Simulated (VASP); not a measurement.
# CaO (I4/mmm) in VASP: single point with PBE

Aim: the single point of CaO with PBE.

Program: VASP 6.6.1. These are calculated values, not measurements. Logs are shortened: lines on timing, memory, paths and dates and some standing lists are left out, and cuts for length are marked.

**1. The cell of the first run**

Symmetry: I4/mmm, No. 139, tetragonal system. The conventional cell has a = 3.463 Å, b = 3.463 Å, c = 5.094 Å, α = 90.00°, β = 90.00°, γ = 90.00°. Ca (site symmetry 4/mmm) has 6 O at 2.45 to 2.55 Å within 3.2 Å. Within 3.2 Å of O (site symmetry 4/mmm) lie 6 Ca at 2.45 to 2.55 Å.

**2. Single point, PBE (strain +0.000 along x and y, +0.040 along z)**

INCAR

```
SYSTEM = CaO
  PREC = Accurate
  ENCUT = 600
  EDIFF = 1E-6
  ISMEAR = 0
  SIGMA = 0.05
  LREAL = .False.
  LASPH = .True.
  NELM = 120
  ALGO = Normal
  ISIF = 2
  LWAVE = .False.
  LCHARG = .False.
  GGA = PE
  NBANDS = 15
  GGA_COMPAT = .False.
```

KPOINTS

```
Automatic mesh
0
Gamma
  8 8 8
  0 0 0
```

POSCAR

```
CaO
1.0
    0.0000000000      2.4490000000      2.5469600000
    2.4490000000      0.0000000000      2.5469600000
    2.4490000000      2.4490000000      0.0000000000
Ca O
1 1
Direct
    0.0000000000      0.0000000000      0.0000000000
    0.5000000000      0.5000000000      0.5000000000
```

Potentials or basis: VASP PAW PBE potentials, release 64 (Ca_sv, O).

Launch:

```console
cat potpaw_PBE.64/Ca_sv/POTCAR potpaw_PBE.64/O/POTCAR > POTCAR
mpirun -np 1 vasp_std > vasp.out
```

OUTCAR:

```text
SYSTEM = CaO
   PREC = Accurate
   ENCUT = 600
   EDIFF = 1E-6
   ISMEAR = 0
   LREAL = .False.
   LASPH = .True.
   NELM = 120
   ISIF = 2
   GGA = PE

 ion  position               nearest neighbor table
   1  0.000  0.000  0.000-   2 2.45   2 2.45   2 2.45   2 2.45   2 2.55   2 2.55
   2  0.500  0.500  0.500-   1 2.45   1 2.45   1 2.45   1 2.45   1 2.55   1 2.55

  LATTYP: Found a body centered tetragonal cell.
 ALAT       =     3.4634090143
 C/A-ratio  =     1.4707821049

  Lattice vectors:

 A1 = (  -2.4490000000,   0.0000000000,   2.5469600000)
 A2 = (   2.4490000000,   0.0000000000,   2.5469600000)
 A3 = (   0.0000000000,   2.4490000000,  -2.5469600000)

Analysis of symmetry for initial positions (statically):
=====================================================================
 Subroutine PRICEL returns:
 Original cell was already a primitive cell.

 Routine SETGRP: Setting up the symmetry group for a
 body centered tetragonal supercell.

 Subroutine GETGRP returns: Found 16 space group operations
 (whereof 16 operations were pure point group operations)
 out of a pool of 16 trial point group operations.

The static configuration has the point symmetry D_4h.

Analysis of symmetry for dynamics (positions and initial velocities):
=====================================================================
 Subroutine PRICEL returns:
 Original cell was already a primitive cell.

 Routine SETGRP: Setting up the symmetry group for a
 body centered tetragonal supercell.

 Subroutine GETGRP returns: Found 16 space group operations
 (whereof 16 operations were pure point group operations)
 out of a pool of 16 trial point group operations.

The dynamic configuration has the point symmetry D_4h.

 Subroutine INISYM returns: Found 16 space group operations
 (whereof 16 operations are pure point group operations),
 and found     1 'primitive' translations

----------------------------------------------------------------------------------------

                                     Primitive cell

  volume of cell :      30.5513

  direct lattice vectors                    reciprocal lattice vectors
     0.000000000  2.449000000  2.546960000    -0.204164965  0.204164965  0.196312467
     2.449000000  0.000000000  2.546960000     0.204164965 -0.204164965  0.196312467
     2.449000000  2.449000000  0.000000000     0.204164965  0.204164965 -0.196312467

  length of vectors
     3.533356229  3.533356229  3.463409014     0.349149324  0.349149324  0.349149324

  position of ions in fractional coordinates (direct lattice)
     0.000000000  0.000000000  0.000000000
     0.500000000  0.500000000  0.500000000

  ion indices of the primitive-cell ions
   primitive index   ion index
                 1           1
                 2           2

----------------------------------------------------------------------------------------

 KPOINTS: Automatic mesh

Automatic generation of k-mesh.
 Grid dimensions read from file:
 generate k-points for:    8    8    8

 Generating k-lattice:

  Cartesian coordinates                     Fractional coordinates (reciprocal lattice)
    -0.025520621  0.025520621  0.024539058     0.125000000  0.000000000  0.000000000
     0.025520621 -0.025520621  0.024539058     0.000000000  0.125000000  0.000000000
     0.025520621  0.025520621 -0.024539058     0.000000000  0.000000000  0.125000000

  Length of vectors
     0.043643666  0.043643666  0.043643666

  Shift w.r.t. Gamma in fractional coordinates (k-lattice)
     0.000000000  0.000000000  0.000000000

 Subroutine IBZKPT returns following result:
 ===========================================

 Found     59 irreducible k-points:

 Following reciprocal coordinates:
            Coordinates               Weight
  0.000000  0.000000  0.000000      1.000000
  0.125000  0.000000  0.000000      8.000000
  0.250000  0.000000  0.000000      8.000000
  0.375000 -0.000000  0.000000      8.000000
  0.500000  0.000000  0.000000      4.000000
  0.125000  0.125000  0.000000      2.000000
[... 16 lines left out ...]
  0.250000  0.000000  0.125000     16.000000
  0.375000  0.000000  0.125000     16.000000
 [... further k-points ...]
   k-points           NKPTS =     59   k-points in BZ     NKDIM =     59   number of bands    NBANDS=     15
   number of dos      NEDOS =    301   number of ions     NIONS =      2
   total plane-waves  NPLWV =  21952
   dimension x,y,z NGX =    28 NGY =   28 NGZ =   28
   dimension x,y,z NGXF=    56 NGYF=   56 NGZF=   56
   ions per type =               1   1
   NGX,Y,Z   is equivalent  to a cutoff of  13.17, 13.17, 13.44 a.u.
   NGXF,Y,Z  is equivalent  to a cutoff of  26.35, 26.35, 26.88 a.u.
 SYSTEM =  CaO
   PREC   = accura    normal or accurate (medium, high low for compatibility)
   ISTART =      0    job   : 0-new  1-cont  2-samecut
   ICHARG =      2    charge: 1-file 2-atom 10-const
   ISPIN  =      1    spin polarized calculation?
   LNONCOLLINEAR =      F non collinear calculations
   LSORBIT =      F    spin-orbit coupling
   LASPH  =      T    aspherical Exc in radial PAW
   ENCUT  =  600.0 eV  44.10 Ry    6.64 a.u.   7.06  7.06  6.92*2*pi/ulx,y,z
   NELM   =    120;   NELMIN=  2; NELMDL= -5     # of ELM steps
   EDIFF  = 0.1E-05   stopping-criterion for ELM
   LREAL  =      F    real-space projection
   EDIFFG = 0.1E-04   stopping-criterion for IOM
   NSW    =      0    number of steps for IOM
   IBRION =     -1    ionic relax: 0-MD 1-quasi-New 2-CG
   NFREE  =      0    steps in history (QN), initial steepest desc. (CG)
   ISIF   =      2    stress and relaxation
   ISYM   =      2    0-nonsym 1-usesym 2-fastsym
   POTIM  = 0.5000    time-step for ionic-motion
   TEBEG  =    0.0;   TEEND  =   0.0 temperature during run
   PSTRESS=    0.0 pullay stress
   NELECT =      16.0000    total number of electrons
   NUPDOWN=      -1.0000    fix difference up-down
   EMIN   =  10.00;   EMAX   =-10.00  energy-range for DOS
   EFERMI =   0.00;   METHOD = LEGACY
   ISMEAR =     0;   SIGMA  =   0.05  broadening in eV -4-tet -1-fermi 0-gaus
   EFERMI_NEDOS =   21; number of points for ismear=-14 and -15
   IALGO  =     38    algorithm
   IMIX   =      4    mixing-type and parameters
     AMIX     =   0.40;   BMIX     =  1.00
     AMIX_MAG =   1.60;   BMIX_MAG =  1.00
  volume/ion in A,a.u.               =      15.28       103.09
  Fermi-wavevector in a.u.,A,eV,Ry     =   1.319588  2.493659 23.691984  1.741312
  Thomas-Fermi vector in A             =   2.449475
   LORBIT       =      0    0 simple, 1 ext, 2 COOP (PROOUT), +10 PAW based schemes
   GGA     = PE    functional components
   LHFCALC =     F    Hartree Fock is set to
   AEXX    =    0.0000 exact exchange contribution
   IVDW    =     0    specifies the selected vdW correction
   LEPSILON=     F    determine dielectric tensor
   LRPA    =     F    only Hartree local field effects (RPA)
 non-spin polarized calculation
 Gauss-broadening in eV      SIGMA  =   0.05
  energy-cutoff  :      600.00
  volume of cell :       30.55
 maximum number of plane-waves:      1038
   NGX = 15   NGY = 15   NGZ = 13

 number of electron      16.0000001 magnetization

 Free energy of the ion-electron system (eV)
  ---------------------------------------------------
  ext. energy  EPLUGINS =         0.00000000
  ---------------------------------------------------
  free energy    TOTEN  =       -12.75155397 eV

  energy without entropy =      -12.75155397  energy(sigma->0) =      -12.75155397

 E-fermi :   2.0571     XC(G=0): -10.0153

 val. band max:        1.8522747619   @ k =   0.0000   0.0000   0.0000
 cond. band min:       5.4470942888   @ k =   0.5000   0.0000   0.5000
 fundamental gap:      3.5948195269
 Fermi energy:         2.0571489264

 k-point     1 :       0.0000    0.0000    0.0000
  band No.  band energies     occupation
      1     -36.2023      2.00000
      2     -17.0506      2.00000
      3     -17.0113      2.00000
      4     -17.0113      2.00000
      5     -13.5224      2.00000
      6       1.7943      2.00000
      7       1.8523      2.00000
      8       1.8523      2.00000
      9       5.7769      0.00000
     10       7.6615      0.00000
     11       7.8997      0.00000
     12       7.8997      0.00000
     13       9.0453      0.00000
     14       9.3200      0.00000
     15      16.3192      0.00000

 k-point     2 :       0.1250    0.0000    0.0000
  band No.  band energies     occupation
      1     -36.1926      2.00000
      2     -17.1559      2.00000
      3     -17.0460      2.00000
      4     -17.0152      2.00000
      5     -13.3767      2.00000
      6       1.3251      2.00000
      7       1.6399      2.00000
      8       1.6704      2.00000
      9       6.4376      0.00000
     10       7.7477      0.00000
     11       8.0150      0.00000
     12       8.1211      0.00000
     13       9.3547      0.00000
     14       9.6414      0.00000
     15      16.7826      0.00000

 k-point     3 :       0.2500    0.0000    0.0000
  band No.  band energies     occupation
      1     -36.1691      2.00000
      2     -17.4374      2.00000
      3     -17.0682      2.00000
      4     -17.0247      2.00000
      5     -13.0577      2.00000
      6       0.4067      2.00000
      7       1.2601      2.00000
      8       1.2761      2.00000
      9       7.7152      0.00000
     10       7.9257      0.00000
     11       8.6306      0.00000
     12       8.7005      0.00000
     13      10.1053      0.00000
     14      10.4175      0.00000
     15      16.7621      0.00000
[... 343 lines left out ...]
 k-point    23 :       0.2500    0.0000    0.1250
  band No.  band energies     occupation
      1     -36.1696      2.00000
      2     -17.3611      2.00000
      3     -17.0910      2.00000
      4     -17.0534      2.00000
      5     -13.1146      2.00000
      6       0.4716      2.00000
      7       1.3836      2.00000
      8       1.4791      2.00000
      9       7.1768      0.00000
     10       7.4135      0.00000
     11       8.8072      0.00000
     12       8.9485      0.00000
     13       9.6931      0.00000
     14      10.7706      0.00000
     15      17.2863      0.00000

 k-point    24 :       0.3750    0.0000    0.1250
  band No.  band energies     occupation
      1     -36.1461      2.00000
      2     -17.5930      2.00000
      3     -17.1107      2.00000
      4     -17.0660      2.00000
      5     -12.8769      2.00000
      6      -0.0657      2.00000
      7       0.9687      2.00000
      8       1.1360      2.00000
      9       7.4751      0.00000
     10       8.5947      0.00000
     11       9.4510      0.00000
     12       9.5729      0.00000
     13      10.5076      0.00000
     14      11.4867      0.00000
     15      15.9671      0.00000

 [... further k-points ...]

------------------------ aborting loop because EDIFF is reached ----------------------------------------

  FORCE on cell =-STRESS in cart. coord.  units (eV):
  Direction    XX          YY          ZZ          XY          YZ          ZX
  --------------------------------------------------------------------------------------
  -------------------------------------------------------------------------------------
  Total       -1.0456877     -1.0456877     -1.6592895      0.0000000      0.0000000      0.0000000
  in kB      -54.8381647    -54.8381647    -87.0167880      0.0000000      0.0000000      0.0000000
  external PRESSURE =     -65.5643724 kB  Pullay stress =       0.0000000 kB

 VOLUME and BASIS-vectors are now :
 -----------------------------------------------------------------------------
  energy-cutoff  :      600.00
  volume of cell :       30.55
      direct lattice vectors                 reciprocal lattice vectors
     0.000000000  2.449000000  2.546960000    -0.204164965  0.204164965  0.196312467
     2.449000000  0.000000000  2.546960000     0.204164965 -0.204164965  0.196312467
     2.449000000  2.449000000  0.000000000     0.204164965  0.204164965 -0.196312467

 POSITION                                       TOTAL-FORCE (eV/Angst)
 -----------------------------------------------------------------------------------
      0.00000      0.00000      0.00000        -0.000000     -0.000000      0.000000
      2.44900      2.44900      2.54696         0.000000      0.000000     -0.000000
 -----------------------------------------------------------------------------------
    total drift:                                0.000000      0.000000      0.000000

  FREE ENERGIE OF THE ION-ELECTRON SYSTEM (eV)
  ---------------------------------------------------
  free  energy   TOTEN  =       -12.7515539673 eV

  energy  without entropy=      -12.7515539673  energy(sigma->0) =      -12.75155397
```

Wall time 58 s (1 thread of Intel Xeon 8259CL, shared host); peak memory 0.18 GiB.

Results:

```
Free energy            : -12.7516 eV
Pressure               : -6.6 GPa
Band gap on the k mesh : 3.59 eV (least direct gap 3.92 eV)
```

Caveat: the cell differs from its parent crystal (strain +0.000 along x and y, +0.040 along z); the cell stands under tension. A k mesh can miss the band edges.
